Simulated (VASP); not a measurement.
# SiNi2 (P6_3/mmc) in VASP: notebook

SiNi2 is run at these levels: PBE, PBEsol+D4; tasks: single point, relaxation of cell and atoms.

Everything below comes from runs of VASP 6.6.1. Logs are shortened: lines on timing, memory, paths and dates and some standing lists are left out, and cuts for length are marked.

### Step 1. The cell of the first run

The structure is hexagonal, space group P6_3/mmc (No. 194). Conventional cell: a = 3.836 Å, b = 3.836 Å, c = 4.948 Å, α = 90.00°, β = 90.00°, γ = 120.00°. Within 2.9 Å of Ni (site symmetry -6m2) lie 5 Si at 2.21 to 2.47 Å and 6 Ni at 2.54 Å. Within 3.3 Å of Ni (site symmetry -3m) lie 8 Ni at 2.47 to 2.54 Å and 6 Si at 2.54 Å. Within 2.9 Å of Si (site symmetry -6m2) lie 11 Ni at 2.21 to 2.54 Å.

### Step 2. Single point, PBE, collinear spin, ferromagnetic start

Contents of INCAR:

```
SYSTEM = SiNi2
  PREC = Accurate
  ENCUT = 520
  EDIFF = 1E-6
  ISMEAR = 0
  SIGMA = 0.011
  LREAL = .False.
  LASPH = .True.
  NELM = 150
  ALGO = Normal
  ISIF = 2
  LWAVE = .False.
  LCHARG = .True.
  ISPIN = 2
  MAGMOM = 1 1 1 1 0 0
  LORBIT = 11
  LMAXMIX = 4
  GGA = PE
  LELF = .True.
  LVHAR = .True.
  NBANDS = 37
```

Contents of KPOINTS:

```
regular mesh
0
Gamma
  8 8 6
  0 0 0
```

Contents of POSCAR:

```
SiNi2
1.0
    3.8360000000      0.0000000000      0.0000000000
   -1.9180000000      3.3220734489      0.0000000000
    0.0000000000      0.0000000000      4.9480000000
Ni Si
4 2
Direct
    0.6666666667      0.3333333333      0.7500000000
    0.3333333333      0.6666666667      0.2500000000
    0.0000000000      0.0000000000      0.5000000000
    0.0000000000      0.0000000000      0.0000000000
    0.6666666667      0.3333333333      0.2500000000
    0.3333333333      0.6666666667      0.7500000000
```

Potentials or basis: VASP PAW PBE potentials, release 64 (Ni, Si).

Started as:

```console
$ cat potpaw_PBE.64/Ni/POTCAR potpaw_PBE.64/Si/POTCAR > POTCAR
$ mpirun -np 1 vasp_std > vasp.out
```

OUTCAR:

```text
SYSTEM = SiNi2
   PREC = Accurate
   ENCUT = 520
   EDIFF = 1E-6
   ISMEAR = 0
   LREAL = .False.
   LASPH = .True.
   NELM = 150
   ISIF = 2
   ISPIN = 2
   LORBIT = 11
   GGA = PE

 ion  position               nearest neighbor table
   1  0.667  0.333  0.750-   6 2.21   6 2.21   6 2.21   5 2.47   5 2.47   3 2.54   4 2.54   3 2.54
                             4 2.54   3 2.54   4 2.54
   2  0.333  0.667  0.250-   5 2.21   5 2.21   5 2.21   6 2.47   6 2.47   3 2.54   4 2.54   4 2.54
                             3 2.54   4 2.54   3 2.54
   3  0.000  0.000  0.500-   4 2.47   4 2.47   1 2.54   5 2.54   6 2.54   2 2.54   2 2.54   6 2.54
                             1 2.54   5 2.54   1 2.54   5 2.54   2 2.54   6 2.54
   4  0.000  0.000  0.000-   3 2.47   3 2.47   1 2.54   5 2.54   6 2.54   2 2.54   2 2.54   6 2.54
                             1 2.54   5 2.54   1 2.54   5 2.54   2 2.54   6 2.54
   5  0.667  0.333  0.250-   2 2.21   2 2.21   2 2.21   1 2.47   1 2.47   3 2.54   4 2.54   3 2.54
                             4 2.54   3 2.54   4 2.54
   6  0.333  0.667  0.750-   1 2.21   1 2.21   1 2.21   2 2.47   2 2.47   3 2.54   4 2.54   4 2.54
                             3 2.54   4 2.54   3 2.54

  LATTYP: Found a hexagonal cell.
 ALAT       =     3.8360000000
 C/A-ratio  =     1.2898852972

  Lattice vectors:

 A1 = (   3.8360000000,   0.0000000000,   0.0000000000)
 A2 = (  -1.9180000000,   3.3220734489,   0.0000000000)
 A3 = (   0.0000000000,   0.0000000000,   4.9480000000)

Analysis of symmetry for initial positions (statically):
=====================================================================
 Subroutine PRICEL returns:
 Original cell was already a primitive cell.

 Routine SETGRP: Setting up the symmetry group for a
 hexagonal supercell.

 Subroutine GETGRP returns: Found 24 space group operations
 (whereof 12 operations were pure point group operations)
 out of a pool of 24 trial point group operations.

The static configuration has the point symmetry D_3d.
 The point group associated with its full space group is D_6h.

Analysis of symmetry for dynamics (positions and initial velocities):
=====================================================================
 Subroutine PRICEL returns:
 Original cell was already a primitive cell.

 Routine SETGRP: Setting up the symmetry group for a
 hexagonal supercell.

 Subroutine GETGRP returns: Found 24 space group operations
 (whereof 12 operations were pure point group operations)
 out of a pool of 24 trial point group operations.

The dynamic configuration has the point symmetry D_3d.
 The point group associated with its full space group is D_6h.

Analysis of structural, dynamic, and magnetic symmetry:
=====================================================================
 Subroutine PRICEL returns:
 Original cell was already a primitive cell.

 Routine SETGRP: Setting up the symmetry group for a
 hexagonal supercell.

 Subroutine GETGRP returns: Found 24 space group operations
 (whereof 12 operations were pure point group operations)
 out of a pool of 24 trial point group operations.

The overall configuration has the point symmetry D_3d.
 The point group associated with its full space group is D_6h.

 Subroutine INISYM returns: Found 24 space group operations
 (whereof 12 operations are pure point group operations),
 and found     1 'primitive' translations

----------------------------------------------------------------------------------------

                                     Primitive cell

  volume of cell :      63.0547

  direct lattice vectors                    reciprocal lattice vectors
     3.836000000  0.000000000  0.000000000     0.260688217  0.150508412  0.000000000
    -1.918000000  3.322073449  0.000000000     0.000000000  0.301016824  0.000000000
     0.000000000  0.000000000  4.948000000     0.000000000  0.000000000  0.202101859

  length of vectors
     3.836000000  3.836000000  4.948000000     0.301016824  0.301016824  0.202101859

  position of ions in fractional coordinates (direct lattice)
     0.666666667  0.333333333  0.750000000
     0.333333333  0.666666667  0.250000000
     0.000000000  0.000000000  0.500000000
     0.000000000  0.000000000  0.000000000
     0.666666667  0.333333333  0.250000000
     0.333333333  0.666666667  0.750000000

  ion indices of the primitive-cell ions
   primitive index   ion index
                 1           1
                 2           2
                 3           3
                 4           4
                 5           5
                 6           6

----------------------------------------------------------------------------------------

 KPOINTS: regular mesh

Automatic generation of k-mesh.
 Grid dimensions read from file:
 generate k-points for:    8    8    6

 Generating k-lattice:

  Cartesian coordinates                     Fractional coordinates (reciprocal lattice)
     0.032586027  0.018813552  0.000000000     0.125000000 -0.000000000  0.000000000
     0.000000000  0.037627103  0.000000000     0.000000000  0.125000000  0.000000000
     0.000000000  0.000000000  0.033683643     0.000000000  0.000000000  0.166666667

  Length of vectors
     0.037627103  0.037627103  0.033683643

  Shift w.r.t. Gamma in fractional coordinates (k-lattice)
     0.000000000  0.000000000  0.000000000

 Subroutine IBZKPT returns following result:
 ===========================================

 Found     40 irreducible k-points:

 Following reciprocal coordinates:
            Coordinates               Weight
  0.000000  0.000000  0.000000      1.000000
  0.125000  0.000000  0.000000      6.000000
  0.250000  0.000000  0.000000      6.000000
  0.375000  0.000000  0.000000      6.000000
  0.500000  0.000000  0.000000      3.000000
  0.125000  0.125000  0.000000      6.000000
[... 16 lines left out ...]
  0.250000  0.000000  0.333333     12.000000
  0.375000  0.000000  0.333333     12.000000
 [... further k-points ...]
   k-points           NKPTS =     40   k-points in BZ     NKDIM =     40   number of bands    NBANDS=     37
   number of dos      NEDOS =    301   number of ions     NIONS =      6
   total plane-waves  NPLWV =  36000
   dimension x,y,z NGX =    30 NGY =   30 NGZ =   40
   dimension x,y,z NGXF=    60 NGYF=   60 NGZF=   80
   ions per type =               4   2
   NGX,Y,Z   is equivalent  to a cutoff of  13.00, 13.00, 13.44 a.u.
   NGXF,Y,Z  is equivalent  to a cutoff of  26.00, 26.00, 26.88 a.u.
 SYSTEM =  SiNi2
   PREC   = accura    normal or accurate (medium, high low for compatibility)
   ISTART =      0    job   : 0-new  1-cont  2-samecut
   ICHARG =      2    charge: 1-file 2-atom 10-const
   ISPIN  =      2    spin polarized calculation?
   LNONCOLLINEAR =      F non collinear calculations
   LSORBIT =      F    spin-orbit coupling
   LASPH  =      T    aspherical Exc in radial PAW
   ENCUT  =  520.0 eV  38.22 Ry    6.18 a.u.   7.13  7.13  9.20*2*pi/ulx,y,z
   NELM   =    150;   NELMIN=  2; NELMDL= -5     # of ELM steps
   EDIFF  = 0.1E-05   stopping-criterion for ELM
   LREAL  =      F    real-space projection
   EDIFFG = 0.1E-04   stopping-criterion for IOM
   NSW    =      0    number of steps for IOM
   IBRION =     -1    ionic relax: 0-MD 1-quasi-New 2-CG
   NFREE  =      0    steps in history (QN), initial steepest desc. (CG)
   ISIF   =      2    stress and relaxation
   ISYM   =      2    0-nonsym 1-usesym 2-fastsym
   POTIM  = 0.5000    time-step for ionic-motion
   TEBEG  =    0.0;   TEEND  =   0.0 temperature during run
   PSTRESS=    0.0 pullay stress
   NELECT =      48.0000    total number of electrons
   NUPDOWN=      -1.0000    fix difference up-down
   EMIN   =  10.00;   EMAX   =-10.00  energy-range for DOS
   EFERMI =   0.00;   METHOD = LEGACY
   ISMEAR =     0;   SIGMA  =   0.01  broadening in eV -4-tet -1-fermi 0-gaus
   EFERMI_NEDOS =   21; number of points for ismear=-14 and -15
   IALGO  =     38    algorithm
   IMIX   =      4    mixing-type and parameters
     AMIX     =   0.40;   BMIX     =  1.00
     AMIX_MAG =   1.60;   BMIX_MAG =  1.00
  volume/ion in A,a.u.               =      10.51        70.92
  Fermi-wavevector in a.u.,A,eV,Ry     =   1.494799  2.824760 30.401176  2.234423
  Thomas-Fermi vector in A             =   2.607025
   LORBIT       =     11    0 simple, 1 ext, 2 COOP (PROOUT), +10 PAW based schemes
   GGA     = PE    functional components
   LHFCALC =     F    Hartree Fock is set to
   AEXX    =    0.0000 exact exchange contribution
   IVDW    =     0    specifies the selected vdW correction
   LEPSILON=     F    determine dielectric tensor
   LRPA    =     F    only Hartree local field effects (RPA)
 spin polarized calculation
 Gauss-broadening in eV      SIGMA  =   0.01
  energy-cutoff  :      520.00
  volume of cell :       63.05
 maximum number of plane-waves:      1720
 NGX is ok and might be reduce to    30
   NGX = 15   NGY = 15   NGZ = 19

 number of electron      47.9999938 magnetization      -0.0015578

 number of electron      47.9999937 magnetization       0.1712596

 Free energy of the ion-electron system (eV)
  ---------------------------------------------------
  ext. energy  EPLUGINS =         0.00000000
  ---------------------------------------------------
  free energy    TOTEN  =       -35.63456782 eV

  energy without entropy =      -35.63427380  energy(sigma->0) =      -35.63442081

 E-fermi :  11.6901     XC(G=0): -13.1417

 val. band max:       11.6885041918   @ k =   0.2500   0.2500   0.5000
 cond. band min:      11.6955694125   @ k =   0.2500   0.1250   0.3333
 fundamental gap:      0.0070652206
 Fermi energy:        11.6901288609

 spin component 1

 k-point     1 :       0.0000    0.0000    0.0000
  band No.  band energies     occupation
      1      -1.1825      1.00000
      2       3.2698      1.00000
      3       4.9948      1.00000
      4       6.4222      1.00000
      5       6.4222      1.00000
      6       7.6001      1.00000
[... 28 lines left out ...]
     35      21.0915      0.00000
     36      21.0915      0.00000
[... 866 lines left out ...]
      6       7.3692      1.00000
[... 28 lines left out ...]
     35      21.8973      0.00000
     36      22.4447      0.00000

 [... further k-points ...]

 spin component 2

 k-point     1 :       0.0000    0.0000    0.0000
  band No.  band energies     occupation
      1      -1.1734      1.00000
      2       3.2784      1.00000
      3       5.0127      1.00000
      4       6.4393      1.00000
      5       6.4393      1.00000
      6       7.6144      1.00000
[... 28 lines left out ...]
     35      21.1075      0.00000
     36      21.1075      0.00000
[... 866 lines left out ...]
      6       7.3863      1.00000
[... 28 lines left out ...]
     35      21.9130      0.00000
     36      22.4571      0.00000

 [... further k-points ...]

 [bands above 36 left out]

------------------------ aborting loop because EDIFF is reached ----------------------------------------

  FORCE on cell =-STRESS in cart. coord.  units (eV):
  Direction    XX          YY          ZZ          XY          YZ          ZX
  --------------------------------------------------------------------------------------
  -------------------------------------------------------------------------------------
  Total        5.1481118      5.1481118      3.0340331      0.0000000      0.0000000      0.0000000
  in kB      130.8100265    130.8100265     77.0927213      0.0000000      0.0000000      0.0000000
  external PRESSURE =     112.9042581 kB  Pullay stress =       0.0000000 kB

 VOLUME and BASIS-vectors are now :
 -----------------------------------------------------------------------------
  energy-cutoff  :      520.00
  volume of cell :       63.05
      direct lattice vectors                 reciprocal lattice vectors
     3.836000000  0.000000000  0.000000000     0.260688217  0.150508412  0.000000000
    -1.918000000  3.322073449  0.000000000     0.000000000  0.301016824  0.000000000
     0.000000000  0.000000000  4.948000000     0.000000000  0.000000000  0.202101859

 POSITION                                       TOTAL-FORCE (eV/Angst)
 -----------------------------------------------------------------------------------
      1.91800      1.10736      3.71100        -0.000000      0.000000      0.000000
     -0.00000      2.21472      1.23700        -0.000000      0.000000      0.000000
      0.00000      0.00000      2.47400        -0.000000      0.000000      0.000000
      0.00000      0.00000      0.00000        -0.000000      0.000000      0.000000
      1.91800      1.10736      1.23700         0.000000      0.000000      0.000000
     -0.00000      2.21472      3.71100         0.000000     -0.000000      0.000000
 -----------------------------------------------------------------------------------
    total drift:                                0.000000     -0.000000      0.000000

  FREE ENERGIE OF THE ION-ELECTRON SYSTEM (eV)
  ---------------------------------------------------
  free  energy   TOTEN  =       -35.6345678165 eV

  energy  without entropy=      -35.6342737956  energy(sigma->0) =      -35.63442081

 total charge

# of ion       s       p       d       tot
------------------------------------------
    1        0.530   0.656   8.542   9.728
    2        0.530   0.656   8.542   9.728
    3        0.445   0.573   8.452   9.470
    4        0.445   0.573   8.452   9.470
    5        0.725   0.897   0.000   1.623
    6        0.725   0.897   0.000   1.623
--------------------------------------------------
tot          3.401   4.253  33.987  41.641

 magnetization (x)

# of ion       s       p       d       tot
------------------------------------------
    1        0.000   0.003   0.022   0.025
    2        0.000   0.003   0.022   0.025
    3        0.000   0.002   0.049   0.051
    4        0.000   0.002   0.049   0.051
    5        0.001   0.004   0.000   0.004
    6        0.001   0.004   0.000   0.004
--------------------------------------------------
tot          0.002   0.017   0.142   0.160
```

It took 2.7 min on 1 thread of Intel Xeon Platinum 8488C (Sapphire Rapids), shared host; peak memory 0.28 GiB.

What came out:

```
Free energy                                           : -35.6346 eV
Pressure                                              : 11.3 GPa
Net moment                                            : 0.17 μB per cell
Site moments                                          : Ni +0.03, +0.05 (each value once); Si +0.00 μB
Valence electrons inside the program's atomic spheres : Ni 9.73, 9.47 (each value once); Si 1.62
```

Levels at points of the mesh, in eV from the Fermi level:
Spin up:
```
           k point  band 22  band 23  band 24  band 25  band 26  band 27
(0.00, 0.00, 0.00)    -0.66     0.05     2.87     2.87     2.93     2.98
(0.50, 0.00, 0.00)    -1.26    -1.06    -0.72    -0.63     1.22     1.89
(0.00, 0.00, 0.50)    -1.30     2.25     2.25     3.42     3.42     3.42
(0.50, 0.00, 0.50)    -1.31    -0.96    -0.96     0.99     0.99     3.07
```
Spin down:
```tsv
k point	band 22	band 23	band 24	band 25	band 26	band 27
(0.00, 0.00, 0.00)	-0.61	0.14	2.88	2.88	2.95	3.01
(0.50, 0.00, 0.00)	-1.22	-1.03	-0.68	-0.55	1.24	1.92
(0.00, 0.00, 0.50)	-1.26	2.27	2.27	3.44	3.44	3.44
(0.50, 0.00, 0.50)	-1.28	-0.92	-0.92	1.01	1.01	3.10
```

Caveat: the cell stands under pressure.

### Step 3. Relaxation of cell and atoms, PBEsol+D4, collinear spin, ferromagnetic start

Contents of INCAR:

```
ALGO     = Normal         # electronic algorithm
EDIFF    = 1E-7           # SCF threshold, eV
EDIFFG   = -0.01          # ionic threshold
ENCUT    = 600            # plane-wave cutoff, eV
GGA      = PS             # functional
IBRION   = 2              # ionic algorithm
ISIF     = 3              # what is computed and relaxed
ISMEAR   = -1             # smearing method
ISPIN    = 2              # spin polarisation
IVDW     = 13             # dispersion correction
LASPH    = True           # aspherical terms in the spheres
LCHARG   = False          # write CHGCAR
LMAXMIX  = 4              # l up to which the mixer works
LORBIT   = 11             # projections on sites
LREAL    = False          # projectors in reciprocal space
LWAVE    = False          # write WAVECAR
MAGMOM   = 1 1 1 1 0 0    # initial moments
NELM     = 150            # most SCF steps
NSW      = 60             # ionic steps
PREC     = Accurate       # precision mode
SIGMA    = 0.05           # smearing width, eV
```

Contents of KPOINTS:

```
k-points
0
Gamma
  8 8 6
```

POSCAR is that of step 2.

Potentials or basis: VASP PAW PBE potentials, release 64 (Ni, Si).

Started as:

```console
$ cat potpaw_PBE.64/Ni/POTCAR potpaw_PBE.64/Si/POTCAR > POTCAR
$ mpirun -np 1 vasp_std > vasp.out
```

Run time: 15 min. Hardware: 1 thread of Oxide Virtual Turin-like, shared host; peak memory 0.27 GiB.

The run converged. Its results:

- Free energy: -41.3303 eV
- Relaxed volume: 10.44 Å³/atom
- Relaxed cell: a = 3.851 Å, b = 3.851 Å, c = 4.879 Å, α = 90.00°, β = 90.00°, γ = 120.00°
- Space group after relaxing (to 0.1 Å): P6_3/mmc (No. 194)
- Energy gained by relaxing: 2.2 meV/atom
- Ionic steps: 5
- Pressure after relaxing: -0.1 GPa
- Band gap on the k mesh: zero (filled and empty bands overlap)
- Net moment: 0.00 μB per cell
- Valence electrons inside the program's atomic spheres: Ni 9.75, 9.50 (each value once); Si 1.62
- Dispersion energy per atom: -0.298 eV

Step by step:
| step | energy change (eV) | largest force (eV/Å) | pressure (GPa) | volume (Å³) |
| --- | --- | --- | --- | --- |
| 1 | 0.0000 | 0.0000 | -0.95 | 63.05 |
| 2 | -0.0124 | 0.0000 | 0.77 | 62.48 |
| 3 | -0.0124 | 0.0000 | 0.76 | 62.46 |
| 4 | -0.0124 | 0.0000 | -0.79 | 62.86 |
| 5 | -0.0131 | 0.0000 | -0.10 | 62.66 |

Final structure:
```
CELL_PARAMETERS angstrom
3.85095 0.00000 0.00000
-1.92547 3.33502 0.00000
0.00000 0.00000 4.87898
ATOMIC_POSITIONS crystal
Ni 0.66667 0.33333 0.75000
Ni 0.33333 0.66667 0.25000
Ni 0.00000 0.00000 0.50000
Ni 0.00000 0.00000 0.00000
Si 0.66667 0.33333 0.25000
Si 0.33333 0.66667 0.75000
```

Levels at points of the mesh, in eV from the Fermi level:
Spin up:
```
           k point  band 21  band 22  band 23  band 24  band 25  band 26  band 27  band 28
(0.00, 0.00, 0.00)    -0.67    -0.67     0.15     2.75     2.75     2.80     2.91     2.91
(0.50, 0.00, 0.00)    -1.40    -1.28    -1.07    -0.73    -0.58     1.28     1.89     3.05
(0.00, 0.00, 0.50)    -1.32    -1.32     2.30     2.30     3.36     3.36     3.36     3.36
(0.50, 0.00, 0.50)    -1.33    -1.33    -0.96    -0.96     0.98     0.98     3.00     3.00
```
Spin down:
```csv
k point,band 22,band 23,band 24,band 25,band 26,band 27
"(0.00, 0.00, 0.00)",-0.67,0.15,2.75,2.75,2.80,2.91
"(0.50, 0.00, 0.00)",-1.28,-1.07,-0.73,-0.58,1.28,1.89
"(0.00, 0.00, 0.50)",-1.32,2.30,2.30,3.36,3.36,3.36
"(0.50, 0.00, 0.50)",-1.33,-0.96,-0.96,0.98,0.98,3.00
```

Caveat: the PAW data sets were made with another functional, which shifts forces and pressure a little.
